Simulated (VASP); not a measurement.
Input of a VASP 6.6.1 run:

INCAR

```
SYSTEM = KI
PREC = Accurate
ENCUT = 500
EDIFF = 1E-7
ISMEAR = -1
SIGMA = 0.02
LREAL = .False.
LASPH = .True.
NELM = 120
ALGO = Normal
ISIF = 3
LWAVE = .False.
LCHARG = .False.
GGA = PS
IBRION = 2
NSW = 80
EDIFFG = -0.005
GGA_COMPAT = .False.
NELMIN = 4
```

File KPOINTS:

```
regular mesh
0
Gamma
  6 6 6
  0 0 0
```

The input POSCAR:

```
KI
1.0
    0.0000000000      3.5890743801      3.5890743801
    3.5890743801      0.0000000000      3.5890743801
    3.5890743801      3.5890743801      0.0000000000
K I
1 1
Direct
    0.0000000000      0.0000000000      0.0000000000
    0.5000000000      0.5000000000      0.5000000000
```

Potentials or basis: VASP PAW PBE potentials, release 64 (K_sv, I).

The run is started by

```bash
$ cat potpaw_PBE.64/K_sv/POTCAR potpaw_PBE.64/I/POTCAR > POTCAR
$ mpirun -np 1 vasp_std > vasp.out
```

Predict the relaxed volume.

43.12 Å³/atom.

Predict the space group after relaxing (to 0.05 Å).

Fm-3m (No. 225).

What does it give for the relaxed cell?

a = 4.959 Å, b = 4.959 Å, c = 4.959 Å, α = 60.00°, β = 60.00°, γ = 60.00°.

What does it give for the band gap on the k mesh?

3.86 eV, direct.

The path:
| step | energy change (eV) | largest force (eV/Å) | pressure (GPa) | volume (Å³) |
| --- | --- | --- | --- | --- |
| 1 | 0.0000 | 0.0000 | -0.71 | 92.46 |
| 2 | -0.0098 | 0.0000 | -0.44 | 89.74 |
| 3 | -0.0147 | 0.0000 | -0.04 | 86.56 |
| 4 | -0.0148 | 0.0000 | 0.00 | 86.25 |

Caveat: the PAW data sets were made with another functional, which shifts forces and pressure a little; spin-orbit coupling is left out, which moves the levels of the heavy elements. As with any semilocal functional, this PBEsol gap is likely too small.
